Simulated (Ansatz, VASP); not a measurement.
**Cd in VASP and in Ansatz**

```
Cd
1.0
    -1.79825    1.79825    1.79825
     1.79825   -1.79825    1.79825
     1.79825    1.79825   -1.79825
Cd
1
Direct
  0.00000 0.00000 0.00000
```

Alike in both runs: functional PBE; k mesh 16 × 16 × 16; occupations fermi-dirac, width 0.05 eV; non-collinear spin, spin-orbit coupling.

Ansatz relaxed the structure, and its values are those at the end. VASP's run is a single point on that final structure, the one shown.

```csv
,VASP,Ansatz
version,VASP 6.6.1,Ansatz 0.2.0
potentials or method,"VASP PAW PBE potentials, release 64 (Cd), cutoff 520 eV",all-electron LAPW
```

VASP gave:

```
pressure (GPa) : 0.3
```

**Question.** Estimate Ansatz's values.

**Answer.** Pressure (GPa): 0.0.

Ansatz ran all-electron here, and VASP with PAW potentials.
